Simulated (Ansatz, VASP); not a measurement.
## One calculation of KBr, two programs

```
Br K
1.0
     0.00000    3.30000    3.30000
     3.30000    0.00000    3.30000
     3.30000    3.30000    0.00000
Br K
1 1
Direct
  0.50000 0.50000 0.50000
  0.00000 0.00000 0.00000
```

Alike in both runs: task relaxation of cell and atoms; functional PBE; k mesh 7 × 7 × 7; occupations fermi-dirac, width 0.05 eV; no spin polarisation.

|  | VASP | Ansatz |
| --- | --- | --- |
| version | VASP 6.6.1 | Ansatz 0.2.0 |
| potentials or method | VASP PAW PBE potentials, release 64 (Br, K_sv), cutoff 600 eV | all-electron LAPW, scalar-relativistic |

```csv
,VASP,Ansatz,Ansatz less VASP
relaxed volume (Å³/atom),37.79,37.60,-0.189
relaxed cell length with the largest relative difference (Å),4.746,4.738,-0.0079
```

Ansatz ran all-electron here, and VASP with PAW potentials.
